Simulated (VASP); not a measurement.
Here is a VASP 6.6.1 calculation.

INCAR

```
SYSTEM = Ti
PREC     = Accurate       ! precision mode
ENCUT    = 520            ! plane-wave cutoff, eV
EDIFF    = 1E-7           ! SCF threshold, eV
ISMEAR   = 0              ! smearing method
SIGMA    = 0.15           ! smearing width, eV
LREAL    = .False.        ! projectors in reciprocal space
LASPH    = .True.         ! aspherical terms in the spheres
NELM     = 60             ! most SCF steps
ALGO     = Normal         ! electronic algorithm
ISIF     = 2              ! what is computed and relaxed
LWAVE    = .False.        ! write WAVECAR
LCHARG   = .False.        ! write CHGCAR
GGA      = PS             ! functional
NBANDS   = 12             ! bands
```

Contents of KPOINTS:

```
regular mesh
0
Gamma
  20 20 20
  0 0 0
```

File POSCAR:

```
Ti
1.0
   -1.6738200000      1.6410000000      1.6410000000
    1.6738200000     -1.6410000000      1.6410000000
    1.6738200000      1.6410000000     -1.6410000000
Ti
1
Direct
    0.0000000000      0.0000000000      0.0000000000
```

Potentials or basis: VASP PAW PBE potentials, release 64 (Ti_sv).

Launch:

```sh
$ cat potpaw_PBE.64/Ti_sv/POTCAR > POTCAR
$ mpirun -np 1 vasp_std > vasp.out
```

**Question.** Predict the band gap on the k mesh.

**Answer.** Zero (bands 6 and 7 overlap by 1.54 eV).

**Question.** What does it give for the pressure?

**Answer.** -8.5 GPa.

Stress tensor (GPa, compression positive):
```
-8.18  0.00  0.00
 0.00 -8.67  0.00
 0.00  0.00 -8.67
```

Caveat: the cell differs from its parent crystal (strain +0.0200 x Voigt [1, 0, 0, 0, 0, 0]); the cell stands under tension; the PAW data sets were made with another functional, which shifts forces and pressure a little.
